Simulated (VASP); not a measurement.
A run of VASP 6.6.1:

File INCAR:

```
ALGO     = Normal         # electronic algorithm
EDIFF    = 1E-7           # SCF threshold, eV
ENCUT    = 520            # plane-wave cutoff, eV
GGA      = PE             # functional
ISIF     = 2              # what is computed and relaxed
ISMEAR   = -1             # smearing method
ISPIN    = 2              # spin polarisation
LASPH    = True           # aspherical terms in the spheres
LCHARG   = False          # write CHGCAR
LMAXMIX  = 4              # l up to which the mixer works
LORBIT   = 11             # projections on sites
LREAL    = False          # projectors in reciprocal space
LWAVE    = False          # write WAVECAR
MAGMOM   = 1.5 0 0        # initial moments
NBANDS   = 20             # bands
NELM     = 150            # most SCF steps
NUPDOWN  = 1.5            # fixed moment
PREC     = Accurate       # precision mode
SIGMA    = 0.05           # smearing width, eV
```

File KPOINTS:

```
k-points
0
Gamma
  7 7 7
```

File POSCAR:

```
Si2Ni
1.0
    0.0000000000      2.7030000000      2.7030000000
    2.7030000000      0.0000000000      2.7030000000
    2.7030000000      2.7030000000      0.0000000000
Ni Si
1 2
Direct
    0.0000000000      0.0000000000      0.0000000000
    0.7500000000      0.7500000000      0.7500000000
    0.2500000000      0.2500000000      0.2500000000
```

Potentials or basis: VASP PAW PBE potentials, release 64 (Ni, Si).

The run is started by

```console
$ cat potpaw_PBE.64/Ni/POTCAR potpaw_PBE.64/Si/POTCAR > POTCAR
$ mpirun -np 1 vasp_std > vasp.out
```

Hardware: 1 thread of Intel(R) Xeon(R) 6975P-C (Granite Rapids), with other jobs on the host.

Question: How long does it take, and how much memory?

Answer: It took 16 s on 1 thread of Intel(R) Xeon(R) 6975P-C (Granite Rapids), on a shared host, peak memory 0.18 GiB. Counts: scf iterations 16, k points 20.
